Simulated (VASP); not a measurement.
Input of a VASP 6.6.1 run:

The input INCAR:

```
  PREC = Accurate
  ENCUT = 520
  EDIFF = 1E-7
  ISMEAR = 0
  SIGMA = 0.05
  LREAL = F
  LASPH = T
  NELM = 150
  ALGO = Normal
  ISIF = 2
  LWAVE = F
  LCHARG = F
  ISPIN = 2
  MAGMOM = -0.07 0.03 0.02 0.01 0.02 0.01
  LORBIT = 11
  LMAXMIX = 4
  LDAU = T
  LDAUTYPE = 2
  LDAUL = 2 -1
  LDAUU = 6 0
  LDAUJ = 0 0
  LDAUPRINT = 1
  GGA = PE
  NBANDS = 37
```

The input KPOINTS:

```
Automatic mesh
0
Gamma
  4 4 6
```

File POSCAR:

```
CrO2
1.0
    4.4210008300      0.0000000000      0.0000000000
    0.0000000000      4.4210008300      0.0000000000
    0.0000000000      0.0000000000      2.9170005500
Cr O
2 4
Direct
    0.0000000000      0.0000000000      0.0000000000
    0.5000000000      0.5000000000      0.5000000000
    0.3010000000      0.3010000000      0.0000000000
    0.1990000000      0.8010000000      0.5000000000
    0.6990000000      0.6990000000      0.0000000000
    0.8010000000      0.1990000000      0.5000000000
```

Potentials or basis: VASP PAW PBE potentials, release 64 (Cr_pv, O).

Run with:

```sh
$ cat potpaw_PBE.64/Cr_pv/POTCAR potpaw_PBE.64/O/POTCAR > POTCAR
$ mpirun -np 1 vasp_std > vasp.out
```

Q: Estimate the largest force.

A: 0.259 eV/Å.

Q: Estimate the site moments.

A: Cr -2.13, +2.13; O +0.01, -0.01 (each value once) μB.

Q: What does it give for the band gap on the k mesh?

A: 0.63 eV (least direct gap 0.89 eV).

Eigenvalues of the final occupation matrices:
```csv
site,spin,trace,eigenvalues
site 1 d,1,0.91,0.06 0.08 0.13 0.32 0.34
site 1 d,2,3.01,0.25 0.39 0.42 0.97 0.97
site 2 d,1,3.01,0.25 0.39 0.42 0.97 0.97
site 2 d,2,0.91,0.06 0.08 0.13 0.32 0.34
```

 A k mesh can miss the band edges.
